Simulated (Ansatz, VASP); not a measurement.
# One calculation of CuO, two programs

INCAR

```
SYSTEM = CuO
ALGO = Normal
EDIFF = 1E-7
ENCUT = 520
GGA = PS
ISIF = 2
ISMEAR = 0
LASPH = .True.
LCHARG = .False.
LREAL = .False.
LWAVE = .False.
NBANDS = 25
NELM = 80
PREC = Accurate
SIGMA = 0.15
```

Contents of KPOINTS:

```
k-points
0
Gamma
  16 16 10
  0 0 0
```

Contents of POSCAR:

```
CuO
1.0
    2.0425330993     -2.0503581635      0.0000000000
    2.0425330993      2.0503581635      0.0000000000
    0.0000000000      0.0000000000      5.0922648207
Cu O
2 2
Direct
    0.0000000000      0.5000000000      0.0000000000
    0.5000000000      0.0000000000      0.5000000000
    0.5000000000      0.5000000000      0.2500000000
    0.5000000000      0.5000000000      0.7500000000
```

Input for Ansatz:

```yaml
crystal:
  lattice:
    - [2.0425330993, -2.0503581635, 0.0]
    - [2.0425330993, 2.0503581635, 0.0]
    - [0.0, 0.0, 5.0922648207]
  atoms:
    - { symbol: Cu, position: [0.0, 0.5, 0.0] }
    - { symbol: Cu, position: [0.5, 0.0, 0.5] }
    - { symbol: O, position: [0.5, 0.5, 0.25] }
    - { symbol: O, position: [0.5, 0.5, 0.75] }
basis:
  ecutwfc: 420
kpoints:
  mp_grid: { grid: [16, 16, 10] }
hamiltonian:
  xc: pbesol
scf:
  occupations: { method: gaussian, width: 0.15 }
output:
  forces: true
  stress: true
  eigenvalues: true
  write_density: true
  write_potential: true
  elf: true
  volumetric_format: npy
```

Alike in both runs: task single point; functional PBEsol; k mesh 16 × 16 × 10; occupations gaussian, width 0.15 eV; no spin polarisation.

```csv
,VASP,Ansatz
version,VASP 6.6.1,Ansatz 0.2.0
potentials or method,"VASP PAW PBE potentials, release 64 (Cu, O), cutoff 520 eV","scalar-relativistic, plane waves, PAW"
valence electrons in the cell,34,50
```

```tsv
	VASP	Ansatz	Ansatz less VASP
gap on the k mesh at the Fermi level (eV)	none	none	-
pressure (GPa)	0.8	0.0	-0.76
traceless stress, the component that is largest in VASP (GPa)	0.30	0.00	-0.301
```

VASP's potentials were made for PBE, not for PBEsol. A gap of «none» marks a metal or a gap that the smearing closes. VASP's potentials hold 34 valence electrons a cell and Ansatz's 50, so a difference there can come from the potentials and not from the codes.
